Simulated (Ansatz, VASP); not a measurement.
# MnF2 in VASP and in Ansatz

INCAR

```
SYSTEM = MnF2
  PREC = Accurate
  ENCUT = 520
  EDIFF = 1E-6
  ISMEAR = 0
  SIGMA = 0.05
  LREAL = .False.
  LASPH = .True.
  NELM = 150
  ALGO = Normal
  ISIF = 2
  LWAVE = .False.
  LCHARG = .True.
  ISPIN = 2
  MAGMOM = 4.52 -4.52 -0.04 0.04 -0.04 0.04
  LORBIT = 11
  LMAXMIX = 4
  GGA = CA
  LELF = .True.
  LVHAR = .True.
  NBANDS = 40
```

File KPOINTS:

```
regular mesh
0
Gamma
  4 4 6
  0 0 0
```

File POSCAR:

```
MnF2
1.0
    4.8733996600      0.0000000000      0.0000000000
    0.0000000000      4.8733996600      0.0000000000
    0.0000000000      0.0000000000      3.3098997700
Mn F
2 4
Direct
    0.0000000000      0.0000000000      0.0000000000
    0.5000000000      0.5000000000      0.5000000000
    0.3050000000      0.3050000000      0.0000000000
    0.1950000000      0.8050000000      0.5000000000
    0.6950000000      0.6950000000      0.0000000000
    0.8050000000      0.1950000000      0.5000000000
```

Input for Ansatz:

```yaml
crystal:
  lattice:
    - [4.87339966, 0.0, 0.0]
    - [0.0, 4.87339966, 0.0]
    - [0.0, 0.0, 3.30989977]
  atoms:
    - { symbol: Mn, position: [0.0, 0.0, 0.0], spin: 3.0 }
    - { symbol: Mn, position: [0.5, 0.5, 0.5], spin: -3.0 }
    - { symbol: F, position: [0.305, 0.305, 0.0] }
    - { symbol: F, position: [0.195, 0.805, 0.5] }
    - { symbol: F, position: [0.695, 0.695, 0.0] }
    - { symbol: F, position: [0.805, 0.195, 0.5] }
basis:
  ecutwfc: 420
  ecutrho_ratio: 4
kpoints:
  mp_grid: { grid: [4, 4, 6] }
hamiltonian:
  xc: lda
  hubbard:
    sites:
      - { site: 0, l: d, u_eff: 0.0, starting_ns: [{ spin: up, occupation_matrix: s0up }, { spin: down, occupation_matrix: s0down }] }
      - { site: 1, l: d, u_eff: 0.0, starting_ns: [{ spin: up, occupation_matrix: s1up }, { spin: down, occupation_matrix: s1down }] }
    occupation_matrices:
      s0up:
        matrix:
          - [0.97, 0.0, 0.0, 0.0, 0.0]
          - [0.0, 0.97, 0.0, 0.0, 0.0]
          - [0.0, 0.0, 0.97, 0.0, 0.0]
          - [0.0, 0.0, 0.0, 0.02, 0.0]
          - [0.0, 0.0, 0.0, 0.0, 0.97]
      s0down:
        matrix:
          - [0.97, 0.0, 0.0, 0.0, 0.0]
          - [0.0, 0.02, 0.0, 0.0, 0.0]
          - [0.0, 0.0, 0.02, 0.0, 0.0]
          - [0.0, 0.0, 0.0, 0.02, 0.0]
          - [0.0, 0.0, 0.0, 0.0, 0.02]
      s1up:
        matrix:
          - [0.97, 0.0, 0.0, 0.0, 0.0]
          - [0.0, 0.02, 0.0, 0.0, 0.0]
          - [0.0, 0.0, 0.02, 0.0, 0.0]
          - [0.0, 0.0, 0.0, 0.02, 0.0]
          - [0.0, 0.0, 0.0, 0.0, 0.02]
      s1down:
        matrix:
          - [0.97, 0.0, 0.0, 0.0, 0.0]
          - [0.0, 0.97, 0.0, 0.0, 0.0]
          - [0.0, 0.0, 0.97, 0.0, 0.0]
          - [0.0, 0.0, 0.0, 0.02, 0.0]
          - [0.0, 0.0, 0.0, 0.0, 0.97]
    ns_hold: { iters: 12 }
scf:
  occupations: { method: gaussian, width: 0.05 }
  lower_state_search: "off"
  max_iter: 150
output:
  forces: true
  stress: true
  eigenvalues: true
  populations: true
  hubbard: { sites: [{ site: 0, l: d }, { site: 1, l: d }] }
magnetization:
  spin_polarized: true
```

Alike in both runs: task single point; functional LDA; k mesh 4 × 4 × 6; occupations gaussian, width 0.05 eV; collinear spin.

|  | VASP | Ansatz |
| --- | --- | --- |
| version | VASP 6.6.1 | Ansatz 0.2.0 |
| potentials or method | VASP PAW LDA potentials, release 64 (Mn_pv, F), cutoff 520 eV | scalar-relativistic, plane waves, PAW |
| valence electrons in the cell | 54 | 58 |

Ansatz gave:

- gap on the k mesh at the Fermi level (eV): 1.78
- least direct gap on the mesh (eV): 1.86
- pressure (GPa): -6.9
- traceless stress, the component that is largest in VASP (GPa): -1.03
- rms of the force components (eV/Å): 0.009
- net moment per atom (μB): 0.00
- size of the moment on the site where the two differ most (μB): 4.11

**Question.** Estimate VASP's values.

**Answer.** gap on the k mesh at the Fermi level (eV): 1.74; least direct gap on the mesh (eV): 1.82; pressure (GPa): -7.0; traceless stress, the component that is largest in VASP (GPa): -1.00; rms of the force components (eV/Å): 0.014; net moment per atom (μB): 0.00; size of the moment on the site where the two differ most (μB): 4.48.

LDA's correlation is that of Perdew and Zunger in VASP and of Perdew and Wang (1992) in Ansatz. Site moments also hang on the region over which each program counts them. Atom by atom the forces differ by 0.005 eV/Å (rms over components). VASP's potentials hold 54 valence electrons a cell and Ansatz's 58, so a difference there can come from the potentials and not from the codes. Ansatz's warnings: specified occupation not kept.
